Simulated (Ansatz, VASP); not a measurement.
# FeO: VASP beside Ansatz

The input INCAR:

```
SYSTEM = FeO
PREC = Accurate
ENCUT = 600
EDIFF = 1E-6
ISMEAR = 0
SIGMA = 0.020999999999999998
LREAL = .FALSE.
LASPH = .TRUE.
NELM = 200
ALGO = Normal
ISIF = 2
LWAVE = .FALSE.
LCHARG = .FALSE.
ISPIN = 2
MAGMOM = 3 0
LORBIT = 11
LMAXMIX = 4
GGA = PE
NBANDS = 22
GGA_COMPAT = .FALSE.
```

The input KPOINTS:

```
regular mesh
0
G
  11 11 11
  0 0 0
```

File POSCAR:

```
FeO
1.0
    0.0000000000      2.1554000000      2.1554000000
    2.1554000000      0.0000000000      2.1554000000
    2.1554000000      2.1554000000      0.0000000000
Fe O
1 1
Direct
    0.0000000000      0.0000000000      0.0000000000
    0.5000000000      0.5000000000      0.5000000000
```

input.yaml

```yaml
crystal:
  lattice:
    - [0.0, 2.1554, 2.1554]
    - [2.1554, 0.0, 2.1554]
    - [2.1554, 2.1554, 0.0]
  atoms:
    - { symbol: Fe, position: [0.0, 0.0, 0.0], spin: 3.0 }
    - { symbol: O, position: [0.5, 0.5, 0.5] }
hamiltonian:
  xc: pbe
  pseudopotentials: { kind: paw }
magnetization:
  spin_polarized: true
kpoints:
  mp_grid: { grid: [11, 11, 11] }
scf:
  occupations: { method: gaussian, width: 0.021 }
output:
  forces: true
  stress: true
  eigenvalues: true
  write_density: true
  write_potential: true
  elf: true
  volumetric_format: npy
```

Alike in both runs: task single point; functional PBE; k mesh 11 × 11 × 11; occupations gaussian, width 0.021 eV; collinear spin.

```csv
,VASP,Ansatz
version,VASP 6.6.1,Ansatz 0.2.0
potentials or method,"VASP PAW PBE potentials, release 64 (Fe_sv, O)",Ansatz PAW
plane-wave cutoff (eV),600,420
valence electrons in the cell,22,22
```

|  | VASP | Ansatz | Ansatz less VASP |
| --- | --- | --- | --- |
| gap on the k mesh at the Fermi level (eV) | none | none | - |
| pressure (GPa) | -2.6 | -0.3 | +2.36 |
| net moment per atom (μB) | 2.00 | 2.00 | 0.000 |
| size of the moment on the site where the two differ most (μB) | 3.48 | 3.45 | -0.027 |

Site moments also hang on the region over which each program counts them. A gap of «none» marks a metal or a gap that the smearing closes. With one functional, cell and mesh, what is left measures potentials, basis and numerics.
